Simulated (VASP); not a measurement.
# TePb (rocksalt type) (Fm-3m) in VASP: a series of runs, part 2 of 2

VASP 6.6.1.

## (4) Single point, PBE (volume scaled by 0.88)

Input file INCAR:

```
SYSTEM = TePb
PREC = Accurate ; ENCUT = 520
EDIFF = 1E-7 ; ISMEAR = -1
SIGMA = 0.1 ; LREAL = .FALSE.
LASPH = .TRUE. ; NELM = 60
ALGO = Normal ; ISIF = 2
LWAVE = .FALSE. ; LCHARG = .TRUE.
GGA = PE ; LELF = .TRUE.
LVHAR = .TRUE. ; NBANDS = 17
```

Input file KPOINTS:

```
regular mesh
0
G
  11 11 11
  0 0 0
```

Input file POSCAR:

```
TePb
1.0
    0.0000000000      3.1466362632      3.1466362632
    3.1466362632      0.0000000000      3.1466362632
    3.1466362632      3.1466362632      0.0000000000
Pb Te
1 1
Direct
    0.0000000000      0.0000000000      0.0000000000
    0.5000000000      0.5000000000      0.5000000000
```

Started as:

```bash
$ cat potpaw_PBE.64/Pb_d/POTCAR potpaw_PBE.64/Te/POTCAR > POTCAR
$ mpirun -np 1 vasp_std > vasp.out
```

It took 54 s on 1 thread of Intel Xeon Platinum 8259CL at 2.50GHz (Skylake/Cascade Lake), shared host; peak memory 0.23 GiB.

Results (log left out):

```yaml
Free_energy: -7.3659 eV
Pressure: 6.6 GPa
```

Levels at points of the mesh, in eV from the Fermi level:
| k point | band 7 | band 8 | band 9 | band 10 | band 11 | band 12 | band 13 | band 14 |
| --- | --- | --- | --- | --- | --- | --- | --- | --- |
| (0.00, 0.00, 0.00) | -5.72 | -2.01 | -2.01 | -2.01 | 3.82 | 3.82 | 3.82 | 5.26 |

Caveat: this odd mesh misses L, where the gap lies, so gap, dielectric constants and Born charges aren't listed; spin-orbit coupling is left out, which moves the levels of the heavy elements.

## (5) Single point, PBE (volume scaled by 0.94)

Input file INCAR:

```
PREC     = Accurate       # precision mode
ENCUT    = 520            # plane-wave cutoff, eV
EDIFF    = 1E-7           # SCF threshold, eV
ISMEAR   = -1             # smearing method
SIGMA    = 0.1            # smearing width, eV
LREAL    = False          # projectors in reciprocal space
LASPH    = True           # aspherical terms in the spheres
NELM     = 100            # most SCF steps
ALGO     = Normal         # electronic algorithm
ISIF     = 2              # what is computed and relaxed
LWAVE    = False          # write WAVECAR
LCHARG   = False          # write CHGCAR
GGA      = PE             # functional
NBANDS   = 17             # bands
```

Input file KPOINTS:

```
regular mesh
0
Gamma
  11 11 11
```

Input file POSCAR:

```
TePb
1.0
    0.0000000000      3.2165842950      3.2165842950
    3.2165842950      0.0000000000      3.2165842950
    3.2165842950      3.2165842950      0.0000000000
Pb Te
1 1
Direct
    0.0000000000      0.0000000000      0.0000000000
    0.5000000000      0.5000000000      0.5000000000
```

Potentials or basis: VASP PAW PBE potentials, release 64 (Pb_d, Te).

Started as:

```bash
$ cat potpaw_PBE.64/Pb_d/POTCAR potpaw_PBE.64/Te/POTCAR > POTCAR
$ mpirun -np 1 vasp_std > vasp.out
```

OUTCAR:

```text
PREC = Accurate
   ENCUT = 520
   EDIFF = 1E-7
   ISMEAR = -1
   LREAL = False
   LASPH = True
   NELM = 100
   ISIF = 2
   GGA = PE

 ion  position               nearest neighbor table
   1  0.000  0.000  0.000-   2 3.22   2 3.22   2 3.22   2 3.22   2 3.22   2 3.22
   2  0.500  0.500  0.500-   1 3.22   1 3.22   1 3.22   1 3.22   1 3.22   1 3.22

  LATTYP: Found a face centered cubic cell.
 ALAT       =     6.4331685900

  Lattice vectors:

 A1 = (   0.0000000000,   3.2165842950,   3.2165842950)
 A2 = (   3.2165842950,   0.0000000000,   3.2165842950)
 A3 = (   3.2165842950,   3.2165842950,   0.0000000000)

Analysis of symmetry for initial positions (statically):
=====================================================================
 Subroutine PRICEL returns:
 Original cell was already a primitive cell.

 Routine SETGRP: Setting up the symmetry group for a
 face centered cubic supercell.

 Subroutine GETGRP returns: Found 48 space group operations
 (whereof 48 operations were pure point group operations)
 out of a pool of 48 trial point group operations.

The static configuration has the point symmetry O_h .

Analysis of symmetry for dynamics (positions and initial velocities):
=====================================================================
 Subroutine PRICEL returns:
 Original cell was already a primitive cell.

 Routine SETGRP: Setting up the symmetry group for a
 face centered cubic supercell.

 Subroutine GETGRP returns: Found 48 space group operations
 (whereof 48 operations were pure point group operations)
 out of a pool of 48 trial point group operations.

The dynamic configuration has the point symmetry O_h .

 Subroutine INISYM returns: Found 48 space group operations
 (whereof 48 operations are pure point group operations),
 and found     1 'primitive' translations

[... 111 lines left out ...]
   IALGO  =     38    algorithm
   IMIX   =      4    mixing-type and parameters
     AMIX     =   0.40;   BMIX     =  1.00
     AMIX_MAG =   1.60;   BMIX_MAG =  1.00
  volume/ion in A,a.u.               =      33.28       224.59
  Fermi-wavevector in a.u.,A,eV,Ry     =   1.096512  2.072106 16.358797  1.202338
  Thomas-Fermi vector in A             =   2.232855
   LORBIT       =      0    0 simple, 1 ext, 2 COOP (PROOUT), +10 PAW based schemes
   GGA     = PE    functional components
   LHFCALC =     F    Hartree Fock is set to
   AEXX    =    0.0000 exact exchange contribution
   IVDW    =     0    specifies the selected vdW correction
   LEPSILON=     F    determine dielectric tensor
   LRPA    =     F    only Hartree local field effects (RPA)
 non-spin polarized calculation
  energy-cutoff  :      520.00
  volume of cell :       66.56
 maximum number of plane-waves:      1820
 NGX is ok and might be reduce to    36
   NGX = 17   NGY = 17   NGZ = 17

 number of electron      20.0000001 magnetization

 Free energy of the ion-electron system (eV)
  ---------------------------------------------------
  ext. energy  EPLUGINS =         0.00000000
  ---------------------------------------------------
  free energy    TOTEN  =        -7.48779799 eV

  energy without entropy =       -7.48724227  energy(sigma->0) =       -7.48752013

 E-fermi :   6.2115     XC(G=0):  -9.3607

 val. band max:        5.7552988368   @ k =   0.4545   0.0000   0.0000
 cond. band min:       6.5870273821   @ k =   0.4545   0.0000   0.0000
 fundamental gap:      0.8317285453
 Fermi energy:         6.2115376567

 k-point     1 :       0.0000    0.0000    0.0000
  band No.  band energies     occupation
      1     -10.9440      2.00000
      2     -10.9440      2.00000
      3     -10.9338      2.00000
      4     -10.9338      2.00000
      5     -10.9338      2.00000
      6      -6.3318      2.00000
[... 457 lines left out ...]
      4     -10.9254      2.00000
      5     -10.9214      2.00000
      6      -5.5962      2.00000
[... 9 lines left out ...]
     16      14.3123      0.00000
     17      14.5114      0.00000

 [... further k-points ...]

------------------------ aborting loop because EDIFF is reached ----------------------------------------

  FORCE on cell =-STRESS in cart. coord.  units (eV):
  Direction    XX          YY          ZZ          XY          YZ          ZX
  --------------------------------------------------------------------------------------
  -------------------------------------------------------------------------------------
  Total        1.1410631      1.1410631      1.1410631      0.0000000      0.0000000      0.0000000
  in kB       27.4666330     27.4666330     27.4666330      0.0000000      0.0000000      0.0000000
  external PRESSURE =      27.4666330 kB  Pullay stress =       0.0000000 kB

 VOLUME and BASIS-vectors are now :
 -----------------------------------------------------------------------------
  energy-cutoff  :      520.00
  volume of cell :       66.56
      direct lattice vectors                 reciprocal lattice vectors
     0.000000000  3.216584295  3.216584295    -0.155444395  0.155444395  0.155444395
     3.216584295  0.000000000  3.216584295     0.155444395 -0.155444395  0.155444395
     3.216584295  3.216584295  0.000000000     0.155444395  0.155444395 -0.155444395

 POSITION                                       TOTAL-FORCE (eV/Angst)
 -----------------------------------------------------------------------------------
      0.00000      0.00000      0.00000        -0.000000      0.000000      0.000000
      3.21658      3.21658      3.21658         0.000000     -0.000000     -0.000000
 -----------------------------------------------------------------------------------
    total drift:                               -0.000000      0.000000      0.000000

  FREE ENERGIE OF THE ION-ELECTRON SYSTEM (eV)
  ---------------------------------------------------
  free  energy   TOTEN  =        -7.4877979856 eV

  energy  without entropy=       -7.4872422700  energy(sigma->0) =       -7.48752013
```

OSZICAR:

```text
N       E                     dE             d eps       ncg     rms          rms(c)
DAV:   1     0.151445436637E+03    0.15145E+03   -0.92108E+03  1904   0.114E+03
DAV:   2     0.295874366874E+01   -0.14849E+03   -0.14429E+03  1983   0.294E+02
DAV:   3    -0.732381280610E+01   -0.10283E+02   -0.10229E+02  2477   0.838E+01
DAV:   4    -0.759303329565E+01   -0.26922E+00   -0.26908E+00  2450   0.152E+01
DAV:   5    -0.760318262651E+01   -0.10149E-01   -0.10149E-01  2731   0.260E+00    0.342E+00
DAV:   6    -0.748924418869E+01    0.11394E+00   -0.24694E-01  2789   0.354E+00    0.212E+00
DAV:   7    -0.748610105269E+01    0.31431E-02   -0.80932E-02  2403   0.140E+00    0.919E-01
DAV:   8    -0.748782901032E+01   -0.17280E-02   -0.93121E-03  2403   0.972E-01    0.146E-01
DAV:   9    -0.748776144887E+01    0.67561E-04   -0.10952E-03  2941   0.358E-01    0.623E-02
DAV:  10    -0.748779214532E+01   -0.30696E-04   -0.14139E-04  2238   0.912E-02    0.195E-02
DAV:  11    -0.748779863313E+01   -0.64878E-05   -0.34424E-05  2541   0.469E-02    0.173E-02
DAV:  12    -0.748779853984E+01    0.93286E-07   -0.17622E-06  2186   0.900E-03    0.119E-02
DAV:  13    -0.748779789627E+01    0.64357E-06   -0.82864E-07  2342   0.678E-03    0.362E-03
DAV:  14    -0.748779798562E+01   -0.89345E-07   -0.29838E-07  2017   0.446E-03
   1 F= -.74877980E+01 E0= -.74875201E+01  d E =-.555716E-03
```

stdout:

```text
POSCAR found type information on POSCAR PbTe
 POSCAR found :  2 types and       2 ions
 scaLAPACK will be used
 LDA part: xc-table for (Slater+PW92), standard interpolation
 POSCAR, INCAR and KPOINTS ok, starting setup
 FFT: planning ... GRIDC
 FFT: planning ... GRID_SOFT
 FFT: planning ... GRID
 WAVECAR not read
 entering main loop
```

Run time: 50 s. Hardware: 1 thread of Intel Xeon Platinum 8259CL at 2.50GHz (Skylake/Cascade Lake), shared host; peak memory 0.24 GiB.

What came out:

* Free energy: -7.4878 eV
* Pressure: 2.7 GPa

Caveat: this odd mesh misses L, where the gap lies, so gap, dielectric constants and Born charges aren't listed; spin-orbit coupling is left out, which moves the levels of the heavy elements.

## (6) Summary

| cell | pressure (GPa) |
| --- | --- |
| a = 4.311 Å, angles 60.0°, 2 atoms | 14.2 |
| a = 4.450 Å, angles 60.0°, 2 atoms | 6.6 |
| a = 4.549 Å, angles 60.0°, 2 atoms | 2.7 |

Alike in all rows: task single point; level PBE; potentials or basis VASP PAW PBE potentials, release 64 (Pb_d, Te); no spin polarisation; k mesh 11 × 11 × 11; cutoff (eV) 520; smearing fermi-dirac 0.1 eV.

Caveats: spin-orbit coupling is left out, which moves the levels of the heavy elements.

Total energies depend on the potentials used, so only differences within one code and one set of settings carry meaning.
